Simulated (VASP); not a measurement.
A run of VASP 6.6.1:

POSCAR

```
Ca
1.0
   -2.2400000000      2.2400000000      2.1952000000
    2.2400000000     -2.2400000000      2.1952000000
    2.2400000000      2.2400000000     -2.1952000000
Ca
1
Direct
    0.0000000000      0.0000000000      0.0000000000
```

Contents of INCAR.step1:

```
SYSTEM = Ca
PREC = Accurate
ENCUT = 520
ISMEAR = 0
SIGMA = 0.15
LREAL = .FALSE.
LASPH = .TRUE.
NELM = 100
NBANDS = 11
GGA = PE
ALGO = Normal
EDIFF = 1E-4
LWAVE = .TRUE.
LCHARG = .FALSE.
```

INCAR.step2

```
SYSTEM = Ca
PREC = Accurate
ENCUT = 520
EDIFF = 1E-6
ISMEAR = 0
SIGMA = 0.15
LREAL = .FALSE.
LASPH = .TRUE.
NELM = 100
ALGO = Normal
ISIF = 2
LWAVE = .FALSE.
LCHARG = .FALSE.
METAGGA = R2SCAN
LMIXTAU = .TRUE.
NBANDS = 11
ISTART = 1
```

File KPOINTS:

```
regular mesh
0
G
  16 16 16
  0 0 0
```

Potentials or basis: VASP PAW PBE potentials, release 64 (Ca_sv).

Launch:

```console
$ cat potpaw_PBE.64/Ca_sv/POTCAR > POTCAR
$ cp INCAR.step1 INCAR
$ mpirun -np 1 vasp_std > vasp.out
$ cp INCAR.step2 INCAR
$ mpirun -np 1 vasp_std > vasp.out
```

Hardware: 1 thread of AMD EPYC 7R13 Processor (Zen 3), with other jobs on the host.

Question: Estimate the wall time of this run.

Answer: Run time: 6.8 min on 1 thread of AMD EPYC 7R13 Processor (Zen 3) (shared host), peak memory 0.27 GiB. Counts: k points 349.
